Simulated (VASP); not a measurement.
## WS2: relaxation of cell and atoms with PBE

Crystal: WS2.

```xyz
6
Lattice="3.1842 0.0000 0.0000 -1.5921 2.7576 0.0000 0.0000 0.0000 12.9783" Properties=species:S:1:pos:R:3 pbc="T T T"
W     0.0000    1.8384    3.2446
W     1.5921    0.9192    9.7337
S     0.0000    1.8384    8.1738
S     1.5921    0.9192    1.6846
S     0.0000    1.8384   11.2936
S     1.5921    0.9192    4.8045
```

```json
{
 "Program": "VASP 6.6.1",
 "Task": "relaxation of cell and atoms",
 "Functional": "PBE",
 "Potentials or basis": "VASP PAW PBE potentials, release 64 (W_sv, S)",
 "Cutoff": "600 eV",
 "k mesh": "12 × 12 × 2",
 "Occupations": "gaussian, width 0.02 eV",
 "Spin": "no spin polarisation",
 "Dipole correction": "no",
 "Further INCAR settings": "ALGO = Normal; EDIFF = 1e-06; IBRION = 2; EDIFFG = -0.005; NSW = 100; ISIF = 3"
}
```

```
Relaxed volume                        : 21.04 Å³/atom
Relaxed cell                          : a = 3.187 Å, b = 3.187 Å, c = 14.347 Å, α = 90.00°, β = 90.00°, γ = 120.00°
Space group after relaxing (to 0.1 Å) : P6_3/mmc (No. 194)
Energy gained by relaxing             : 5.8 meV/atom
Ionic steps                           : 19
Pressure after relaxing               : 0.0 GPa
Band gap on the k mesh                : 1.58 eV (least direct gap 1.79 eV)
```

Forces on the atoms (eV/Å):
```
W    0.000  0.000  0.000
W    0.000  0.000  0.000
S    0.000  0.000  0.002
S    0.000  0.000  0.002
S    0.000  0.000 -0.002
S    0.000  0.000 -0.002
```

Step by step:
```csv
step,energy change (eV),largest force (eV/Å),pressure (GPa),volume (Å³)
1,0.0000,0.2037,1.76,113.96
2,0.0291,0.6071,-3.57,117.44
3,-0.0083,0.0671,-0.04,115.06
4,-0.0083,0.0616,-0.02,115.04
5,-0.0099,0.0738,0.10,115.11
6,-0.0113,0.0945,0.27,115.23
7,-0.0099,0.1332,0.65,115.46
8,-0.0115,0.1031,0.37,115.29
9,-0.0123,0.1043,0.35,115.43
10,-0.0144,0.1055,0.27,115.87
11,-0.0182,0.1073,0.13,116.75
12,-0.0242,0.1065,-0.11,118.51
13,-0.0312,0.0884,-0.45,122.05
14,-0.0311,0.0216,-0.62,129.20
15,-0.0334,0.0117,-0.46,125.60
16,-0.0344,0.0774,0.43,126.05
17,-0.0346,0.0500,0.15,125.91
18,-0.0349,0.0256,-0.03,126.38
19,-0.0350,0.0024,0.02,126.23
```

Final structure:
```
CELL_PARAMETERS angstrom
3.18743 0.00000 0.00000
-1.59371 2.76039 0.00000
0.00000 0.00000 14.34717
ATOMIC_POSITIONS crystal
W 0.33333 0.66667 0.25000
W 0.66667 0.33333 0.75000
S 0.33333 0.66667 0.64048
S 0.66667 0.33333 0.14048
S 0.33333 0.66667 0.85952
S 0.66667 0.33333 0.35952
```

Levels at points of the mesh, in eV from the valence-band top:
```csv
k point,band 23,band 24,band 25,band 26,band 27,band 28,band 29,band 30
"(0.00, 0.00, 0.00)",-1.84,-1.84,-0.52,0.00,2.64,2.64,2.64,2.64
"(0.50, 0.00, 0.00)",-1.52,-1.50,-1.17,-1.15,2.60,2.61,3.01,3.09
"(0.00, 0.00, 0.50)",-1.85,-1.85,-0.21,-0.21,2.64,2.64,2.64,2.64
"(0.50, 0.00, 0.50)",-1.51,-1.51,-1.16,-1.16,2.60,2.60,3.05,3.05
```

Wall time 18 min on 1 thread of Intel(R) Xeon(R) 6975P-C (Granite Rapids), with other jobs on the host, peak memory 0.37 GiB.

Caveat: spin-orbit coupling is left out, which moves the levels of the heavy elements; this functional lacks dispersion, which binds the layers, so the pressure and a relaxed spacing across them are unreliable. A k mesh can miss the band edges.
